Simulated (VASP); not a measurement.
Here is a VASP 6.6.1 calculation.

POSCAR

```
Mo
1.0
    0.0000000000      1.9519895519      2.1471885071
    1.9519895519      0.0000000000      2.1471885071
    1.9519895519      1.9519895519      0.0000000000
Mo
1
Direct
    0.0000000000      0.0000000000      0.0000000000
```

INCAR.step1

```
SYSTEM = Mo
ALGO = Normal ; EDIFF = 1E-4
ENCUT = 520 ; GGA = PE
ISMEAR = 0 ; LASPH = .True.
LCHARG = .False. ; LREAL = .False.
LWAVE = .True. ; NBANDS = 13
NELM = 100 ; PREC = Accurate
SIGMA = 0.15
```

File INCAR.step2:

```
SYSTEM = Mo
ALGO = Normal ; EDIFF = 1E-6
ENCUT = 520 ; ISIF = 2
ISMEAR = 0 ; ISTART = 1
LASPH = .True. ; LCHARG = .False.
LMIXTAU = .True. ; LREAL = .False.
LWAVE = .False. ; METAGGA = R2SCAN
NBANDS = 13 ; NELM = 100
PREC = Accurate ; SIGMA = 0.15
```

File KPOINTS:

```
k-points
0
Gamma
  22 22 22
  0 0 0
```

Potentials or basis: VASP PAW PBE potentials, release 64 (Mo_sv).

Launch:

```console
$ cat potpaw_PBE.64/Mo_sv/POTCAR > POTCAR
$ cp INCAR.step1 INCAR
$ mpirun -np 1 vasp_std > vasp.out
$ cp INCAR.step2 INCAR
$ mpirun -np 1 vasp_std > vasp.out
```

(1) Predict the band gap on the k mesh.

(2) Predict the pressure.

Answers

(1) zero (band 7 reaches 15.34 eV, above the bottom of band 8 at 11.06 eV).

(2) -6.2 GPa.

Caveat: the PAW data sets were made with another functional, which shifts forces and pressure a little.
